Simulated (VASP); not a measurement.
# SrO (P6_3/mmc) in VASP: notebook, part 2 of 2

VASP 6.6.1. The steps go on from the part before.

## (3) Relaxation of cell and atoms, PBEsol

INCAR reads:

```
SYSTEM = SrO
  ALGO = Normal
  EDIFF = 1E-7
  EDIFFG = -0.005
  ENCUT = 600
  GGA = PS
  IBRION = 2
  ISIF = 3
  ISMEAR = -1
  LASPH = .TRUE.
  LCHARG = .FALSE.
  LREAL = .FALSE.
  LWAVE = .FALSE.
  NELM = 100
  NSW = 80
  PREC = Accurate
  SIGMA = 0.02
```

KPOINTS reads:

```
k-points
0
G
  6 6 4
  0 0 0
```

POSCAR reads:

```
SrO
1.0
    4.2901266714      0.0000000000      0.0000000000
   -2.1450633357      3.7153586829      0.0000000000
    0.0000000000      0.0000000000      5.1847099200
Sr O
2 2
Direct
    0.3333333333      0.6666666667     -0.0625006792
    0.6666666667      0.3333333333      0.4374993208
    0.3333333333      0.6666666667      0.4375006792
    0.6666666667      0.3333333333      0.9375006792
```

Potentials or basis: VASP PAW PBE potentials, release 64 (Sr_sv, O).

Launch:

```
> cat potpaw_PBE.64/Sr_sv/POTCAR potpaw_PBE.64/O/POTCAR > POTCAR
> mpirun -np 1 vasp_std > vasp.out
```

OUTCAR:

```text
SYSTEM = SrO
   EDIFF = 1E-7
   EDIFFG = -0.005
   ENCUT = 600
   GGA = PS
   IBRION = 2
   ISIF = 3
   ISMEAR = -1
   LASPH = .TRUE.
   LREAL = .FALSE.
   NELM = 100
   NSW = 80
   PREC = Accurate

 ion  position               nearest neighbor table
   1  0.333  0.667  0.937-   4 2.48   4 2.48   4 2.48   3 2.59   3 2.59   2 3.59   2 3.59   2 3.59
                             2 3.59   2 3.59   2 3.59
   2  0.667  0.333  0.437-   3 2.48   3 2.48   3 2.48   4 2.59   4 2.59   1 3.59   1 3.59   1 3.59
                             1 3.59   1 3.59   1 3.59
   3  0.333  0.667  0.438-   2 2.48   2 2.48   2 2.48   1 2.59   1 2.59
   4  0.667  0.333  0.938-   1 2.48   1 2.48   1 2.48   2 2.59   2 2.59

  LATTYP: Found a hexagonal cell.
 ALAT       =     4.2901266714
 C/A-ratio  =     1.2085214067

  Lattice vectors:

 A1 = (   4.2901266714,   0.0000000000,   0.0000000000)
 A2 = (  -2.1450633357,   3.7153586829,   0.0000000000)
 A3 = (   0.0000000000,   0.0000000000,   5.1847099200)

Analysis of symmetry for initial positions (statically):
=====================================================================
 Subroutine PRICEL returns:
 Original cell was already a primitive cell.

 Routine SETGRP: Setting up the symmetry group for a
 hexagonal supercell.

 Subroutine GETGRP returns: Found 24 space group operations
 (whereof  6 operations were pure point group operations)
 out of a pool of 24 trial point group operations.

The static configuration has the point symmetry C_3v.
 The point group associated with its full space group is D_6h.

[... 149 lines left out ...]
 NGX is ok and might be reduce to    36
   NGX = 17   NGY = 17   NGZ = 21

--------------------------------------- Ionic step        1  -------------------------------------------

 number of electron      32.0000000 magnetization

 Free energy of the ion-electron system (eV)
  ---------------------------------------------------
  ext. energy  EPLUGINS =         0.00000000
  ---------------------------------------------------
  free energy    TOTEN  =       -24.96620045 eV

  energy without entropy =      -24.96620045  energy(sigma->0) =      -24.96620045

 E-fermi :   1.0500     XC(G=0):  -9.1207

 val. band max:        0.5424188644   @ k =   0.0000   0.0000   0.0000
 cond. band min:       3.0162482773   @ k =   0.0000   0.0000   0.0000
 fundamental gap:      2.4738294129
 Fermi energy:         1.0499787415

 k-point     1 :       0.0000    0.0000    0.0000
  band No.  band energies     occupation
      1     -31.7817      2.00000
      2     -31.6224      2.00000
      3     -14.3732      2.00000
      4     -14.3641      2.00000
      5     -14.3301      2.00000
      6     -13.9392      2.00000
[... 547 lines left out ...]
--------------------------------------- Ionic step        3  -------------------------------------------

 number of electron      32.0000005 magnetization

 Free energy of the ion-electron system (eV)
  ---------------------------------------------------
  ext. energy  EPLUGINS =         0.00000000
  ---------------------------------------------------
  free energy    TOTEN  =       -24.98776653 eV

  energy without entropy =      -24.98776653  energy(sigma->0) =      -24.98776653

 E-fermi :   1.1921     XC(G=0):  -9.2702

 val. band max:        0.6793395821   @ k =   0.0000   0.0000   0.0000
 cond. band min:       3.2491640124   @ k =   0.0000   0.0000   0.0000
 fundamental gap:      2.5698244303
 Fermi energy:         1.1921007714

 k-point     1 :       0.0000    0.0000    0.0000
  band No.  band energies     occupation
      1     -31.5228      2.00000
      2     -31.3372      2.00000
      3     -14.2906      2.00000
      4     -14.2814      2.00000
      5     -14.1364      2.00000
      6     -13.6992      2.00000
[... 503 lines left out ...]
  FREE ENERGIE OF THE ION-ELECTRON SYSTEM (eV)
  ---------------------------------------------------
  free  energy   TOTEN  =       -24.9877665288 eV

  energy  without entropy=      -24.9877665288  energy(sigma->0) =      -24.98776653

 reached required accuracy - stopping structural energy minimisation
```

CONTCAR:

```text
SrO
   1.00000000000000
     4.2445947094711283    0.0000000000000000    0.0000000000000000
    -2.1222973547355641    3.6759268471849915   -0.0000000000000000
     0.0000000000000000    0.0000000000000000    5.1188707317354947
  Sr              O
     2     2
Direct
     0.3333333332999970    0.6666666667000030    0.9374993208000006
     0.6666666667000030    0.3333333332999970    0.4374993208000006
     0.3333333332999970    0.6666666667000030    0.4375006791999994
     0.6666666667000030    0.3333333332999970    0.9375006791999994

  0.00000000E+00  0.00000000E+00  0.00000000E+00
  0.00000000E+00  0.00000000E+00  0.00000000E+00
  0.00000000E+00  0.00000000E+00  0.00000000E+00
  0.00000000E+00  0.00000000E+00  0.00000000E+00
```

Wall time 60 s (1 thread of Intel Xeon 6975P-C (Granite Rapids), shared host); peak memory 0.25 GiB.

Results:

* Free energy: -24.9878 eV
* Relaxed volume: 19.97 Å³/atom
* Relaxed cell: a = 4.245 Å, b = 4.245 Å, c = 5.119 Å, α = 90.00°, β = 90.00°, γ = 120.00°
* Space group after relaxing (to 0.05 Å): P6_3/mmc (No. 194)
* Energy gained by relaxing: 5.4 meV/atom
* Ionic steps: 3
* Pressure after relaxing: 0.0 GPa
* Band gap on the k mesh: 2.57 eV, direct

The path:
| step | energy change (eV) | largest force (eV/Å) | pressure (GPa) | volume (Å³) |
| --- | --- | --- | --- | --- |
| 1 | 0.0000 | 0.0000 | -2.40 | 82.64 |
| 2 | -0.0192 | 0.0000 | 0.86 | 79.00 |
| 3 | -0.0216 | 0.0000 | 0.00 | 79.87 |

Final structure:
```cif
data_structure
_symmetry_space_group_name_H-M 'P 1'
_symmetry_Int_Tables_number 1
_cell_length_a 4.2446
_cell_length_b 4.2446
_cell_length_c 5.1189
_cell_angle_alpha 90.000
_cell_angle_beta 90.000
_cell_angle_gamma 120.000
_cell_volume 79.87
loop_
_atom_site_label
_atom_site_type_symbol
_atom_site_fract_x
_atom_site_fract_y
_atom_site_fract_z
_atom_site_occupancy
Sr1 Sr 0.33333 0.66667 0.93750 1
Sr2 Sr 0.66667 0.33333 0.43750 1
O1 O 0.33333 0.66667 0.43750 1
O2 O 0.66667 0.33333 0.93750 1
```

Levels at points of the mesh, in eV from the valence-band top:
```tsv
k point	band 14	band 15	band 16	band 17	band 18	band 19
(0.00, 0.00, 0.00)	-0.92	-0.30	0.00	2.57	6.10	6.10
(0.50, 0.00, 0.00)	-0.35	-0.35	-0.28	4.24	4.77	5.01
(0.00, 0.00, 0.50)	-1.13	-1.13	-1.13	4.29	4.29	7.92
(0.50, 0.00, 0.50)	-0.94	-0.44	-0.44	4.88	4.88	7.42
```

Caveat: the PAW data sets were made with another functional, which shifts forces and pressure a little.

## (4) Relaxation of cell and atoms, LDA

INCAR reads:

```
ALGO     = Normal         # electronic algorithm
EDIFF    = 1E-6           # SCF threshold, eV
EDIFFG   = -0.005         # ionic threshold
ENCUT    = 600            # plane-wave cutoff, eV
GGA      = CA             # functional
IBRION   = 2              # ionic algorithm
ISIF     = 3              # what is computed and relaxed
ISMEAR   = -1             # smearing method
LASPH    = True           # aspherical terms in the spheres
LCHARG   = False          # write CHGCAR
LREAL    = False          # projectors in reciprocal space
LWAVE    = False          # write WAVECAR
NELM     = 80             # most SCF steps
NSW      = 80             # ionic steps
PREC     = Accurate       # precision mode
SIGMA    = 0.02           # smearing width, eV
```

KPOINTS reads:

```
k-points
0
Gamma
  6 6 4
```

POSCAR is that of step 3.

Potentials or basis: VASP PAW LDA potentials, release 64 (Sr_sv, O).

Launch:

```
> cat potpaw_LDA.64/Sr_sv/POTCAR potpaw_LDA.64/O/POTCAR > POTCAR
> mpirun -np 1 vasp_std > vasp.out
```

Run time: 64 s. Hardware: 1 thread of Intel Xeon 6975P-C (Granite Rapids), shared host; peak memory 0.22 GiB.

It converged, with:

```
Free energy                            : -26.4089 eV
Relaxed volume                         : 19.33 Å³/atom
Relaxed cell                           : a = 4.200 Å, b = 4.200 Å, c = 5.061 Å, α = 90.00°, β = 90.00°, γ = 120.00°
Space group after relaxing (to 0.05 Å) : P6_3/mmc (No. 194)
Energy gained by relaxing              : 21.6 meV/atom
Ionic steps                            : 5
Pressure after relaxing                : 0.0 GPa
Band gap on the k mesh                 : 2.60 eV, direct
```

The path:
| step | energy change (eV) | largest force (eV/Å) | pressure (GPa) | volume (Å³) |
| --- | --- | --- | --- | --- |
| 1 | 0.0000 | 0.0000 | -4.87 | 82.64 |
| 2 | -0.0728 | 0.0000 | 2.27 | 75.36 |
| 3 | -0.0863 | 0.0000 | 0.00 | 77.31 |
| 4 | -0.0863 | 0.0000 | 0.10 | 77.20 |
| 5 | -0.0863 | 0.0000 | -0.03 | 77.32 |

Final structure:
```
Sr O
1.0
     4.20026    0.00000    0.00000
    -2.10013    3.63754    0.00000
     0.00000    0.00000    5.06096
Sr O
2 2
Direct
  0.33333 0.66667 0.93750
  0.66667 0.33333 0.43750
  0.33333 0.66667 0.43750
  0.66667 0.33333 0.93750
```

Levels at points of the mesh, in eV from the valence-band top:
```tsv
k point	band 12	band 13	band 14	band 15	band 16	band 17	band 18	band 19	band 20
(0.00, 0.00, 0.00)	-1.17	-0.94	-0.94	-0.23	0.00	2.60	6.11	6.11	7.31
(0.50, 0.00, 0.00)	-0.92	-0.34	-0.33	-0.31	-0.29	4.22	4.74	4.97	7.39
(0.00, 0.00, 0.50)	-1.35	-1.20	-1.20	-1.20	-1.20	4.33	4.33	8.02	8.02
(0.50, 0.00, 0.50)	-1.76	-0.99	-0.99	-0.44	-0.44	4.89	4.89	7.49	7.49
```

LDA gaps usually lie below the measured ones, often by a third to a half.

## (5) Single point, LDA

This run uses another cell than the first one, of 20.31 Å³/atom, 0.983 times its volume.

INCAR reads:

```
SYSTEM = SrO
PREC     = Accurate       ! precision mode
ENCUT    = 520            ! plane-wave cutoff, eV
EDIFF    = 1E-7           ! SCF threshold, eV
ISMEAR   = 0              ! smearing method
SIGMA    = 0.01           ! smearing width, eV
LREAL    = .FALSE.        ! projectors in reciprocal space
LASPH    = .TRUE.         ! aspherical terms in the spheres
NELM     = 100            ! most SCF steps
ALGO     = Normal         ! electronic algorithm
ISIF     = 2              ! what is computed and relaxed
LWAVE    = .FALSE.        ! write WAVECAR
LCHARG   = .FALSE.        ! write CHGCAR
NBANDS   = 24             ! bands
```

KPOINTS reads:

```
Automatic mesh
0
G
  12 12 6
  0 0 0
```

POSCAR reads:

```
SrO
1.0
    4.2700309401      0.0000000000      0.0000000000
   -2.1350154700      3.6979552691      0.0000000000
    0.0000000000      0.0000000000      5.1444468298
Sr O
2 2
Direct
    0.3333333333      0.6666666667     -0.0625000000
    0.6666666667      0.3333333333      0.4375000000
    0.3333333333      0.6666666667      0.4375000000
    0.6666666667      0.3333333333      0.9375000000
```

Launch:

```
> cat potpaw_LDA.64/Sr_sv/POTCAR potpaw_LDA.64/O/POTCAR > POTCAR
> mpirun -np 1 vasp_std > vasp.out
```

It took 56 s on 1 thread of Intel Xeon 6975P-C (Granite Rapids), shared host; peak memory 0.25 GiB.

The run converged. Its results:

```yaml
Free_energy: -26.3561 eV
Pressure: -3.6 GPa
Band_gap_on_the_k_mesh: 2.46 eV, direct
```

Stress tensor (GPa, compression positive):
```
-3.50  0.00  0.00
 0.00 -3.50  0.00
 0.00  0.00 -3.90
```

Levels at points of the mesh, in eV from the valence-band top:
| k point | band 14 | band 15 | band 16 | band 17 | band 18 | band 19 |
| --- | --- | --- | --- | --- | --- | --- |
| (0.00, 0.00, 0.00) | -0.90 | -0.33 | 0.00 | 2.46 | 6.00 | 6.00 |
| (0.50, 0.00, 0.00) | -0.36 | -0.35 | -0.27 | 4.15 | 4.69 | 4.92 |
| (0.00, 0.00, 0.50) | -1.12 | -1.12 | -1.12 | 4.17 | 4.17 | 7.78 |
| (0.50, 0.00, 0.50) | -0.92 | -0.44 | -0.44 | 4.79 | 4.79 | 7.29 |

## (6) Relaxation of cell and atoms, r2SCAN

POSCAR reads:

```
SrO
1.0
    4.2901266714      0.0000000000      0.0000000000
   -2.1450633357      3.7153586829      0.0000000000
    0.0000000000      0.0000000000      5.1847099200
Sr O
2 2
Direct
    0.3333333333      0.6666666667     -0.0625006792
    0.6666666667      0.3333333333      0.4374993208
    0.3333333333      0.6666666667      0.4375006792
    0.6666666667      0.3333333333      0.9375006792
```

INCAR.step1 reads:

```
  PREC = Accurate
  ENCUT = 600
  ISMEAR = -1
  SIGMA = 0.02
  LREAL = F
  LASPH = T
  NELM = 80
  GGA = PE
  ALGO = Normal
  EDIFF = 1E-4
  LWAVE = T
  LCHARG = F
```

INCAR.step2 reads:

```
  PREC = Accurate
  ENCUT = 600
  EDIFF = 1E-7
  ISMEAR = -1
  SIGMA = 0.02
  LREAL = F
  LASPH = T
  NELM = 80
  ALGO = Normal
  ISIF = 3
  LWAVE = F
  LCHARG = F
  METAGGA = R2SCAN
  LMIXTAU = T
  IBRION = 2
  NSW = 80
  EDIFFG = -0.005
  ISTART = 1
```

KPOINTS reads:

```
Automatic mesh
0
Gamma
  6 6 4
```

Potentials or basis: VASP PAW PBE potentials, release 64 (Sr_sv, O).

Launch:

```
> cat potpaw_PBE.64/Sr_sv/POTCAR potpaw_PBE.64/O/POTCAR > POTCAR
> cp INCAR.step1 INCAR
> mpirun -np 1 vasp_std > vasp.out
> cp INCAR.step2 INCAR
> mpirun -np 1 vasp_std > vasp.out
```

Run time: 4.7 min. Hardware: 1 thread of Intel Xeon 6975P-C (Granite Rapids), shared host; peak memory 0.26 GiB.

The run converged. Its results:

```yaml
Free_energy: -53.7712 eV
Relaxed_volume: 20.41 Å³/atom
Relaxed_cell: a = 4.277 Å, b = 4.277 Å, c = 5.153 Å, α = 90.00°, β = 90.00°, γ = 120.00°
Space_group_after_relaxing_to_0.05_Å: P6_3/mmc (No. 194)
Energy_gained_by_relaxing: 0.8 meV/atom
Ionic_steps: 4
Pressure_after_relaxing: 0.0 GPa
Band_gap_on_the_k_mesh: 3.01 eV, direct
```

The path:
```tsv
step	energy change (eV)	largest force (eV/Å)	pressure (GPa)	volume (Å³)
1	0.0000	0.0000	-0.91	82.64
2	-0.0027	0.0000	0.37	81.24
3	-0.0031	0.0000	0.02	81.61
4	-0.0032	0.0000	0.01	81.62
```

Final structure:
```
Sr O
1.0
     4.27662    0.00000    0.00000
    -2.13831    3.70366    0.00000
     0.00000    0.00000    5.15338
Sr O
2 2
Direct
  0.33333 0.66667 0.93750
  0.66667 0.33333 0.43750
  0.33333 0.66667 0.43750
  0.66667 0.33333 0.93750
```

Levels at points of the mesh, in eV from the valence-band top:
```
           k point  band 14  band 15  band 16  band 17  band 18  band 19
(0.00, 0.00, 0.00)    -0.88    -0.33     0.00     3.01     6.72     6.72
(0.50, 0.00, 0.00)    -0.35    -0.33    -0.27     4.62     5.26     5.61
(0.00, 0.00, 0.50)    -1.08    -1.08    -1.08     4.71     4.71     8.46
(0.50, 0.00, 0.50)    -0.89    -0.43    -0.43     5.28     5.28     7.98
```

Caveat: the PAW data sets were made with another functional, which shifts forces and pressure a little.

## (7) The runs side by side

| task | level | potentials or basis | cell | k mesh | cutoff (eV) | smearing | gap on the mesh (eV) | pressure (GPa) | relaxed volume (Å³/atom) |
| --- | --- | --- | --- | --- | --- | --- | --- | --- | --- |
| single point | PBE | VASP PAW PBE potentials, release 64 (Sr_sv, O) | a = 4.290, b = 4.290, c = 5.185 Å, angles 90.0, 90.0, 120.0°, 4 atoms | 12 × 12 × 4 | 520 | fermi-dirac 0.02 eV | 2.59 | 0.4 | - |
| relaxation of cell and atoms | PBEsol | VASP PAW PBE potentials, release 64 (Sr_sv, O) | relaxed from a = 4.290, b = 4.290, c = 5.185 Å, angles 90.0, 90.0, 120.0°, 4 atoms | 6 × 6 × 4 | 600 | fermi-dirac 0.02 eV | 2.57 | 0.0 | 19.97 |
| relaxation of cell and atoms | LDA | VASP PAW LDA potentials, release 64 (Sr_sv, O) | relaxed from a = 4.290, b = 4.290, c = 5.185 Å, angles 90.0, 90.0, 120.0°, 4 atoms | 6 × 6 × 4 | 600 | fermi-dirac 0.02 eV | 2.60 | 0.0 | 19.33 |
| single point | LDA | VASP PAW LDA potentials, release 64 (Sr_sv, O) | a = 4.270, b = 4.270, c = 5.144 Å, angles 90.0, 90.0, 120.0°, 4 atoms | 12 × 12 × 6 | 520 | gaussian 0.01 eV | 2.46 | -3.6 | - |
| relaxation of cell and atoms | r2SCAN | VASP PAW PBE potentials, release 64 (Sr_sv, O) | relaxed from a = 4.290, b = 4.290, c = 5.185 Å, angles 90.0, 90.0, 120.0°, 4 atoms | 6 × 6 × 4 | 600 | fermi-dirac 0.02 eV | 3.01 | 0.0 | 20.41 |

Alike in all rows: no spin polarisation.

Caveats: the PAW data sets were made with another functional, which shifts forces and pressure a little (some runs).

Total energies depend on the potentials used, so only differences within one code and one set of settings carry meaning.
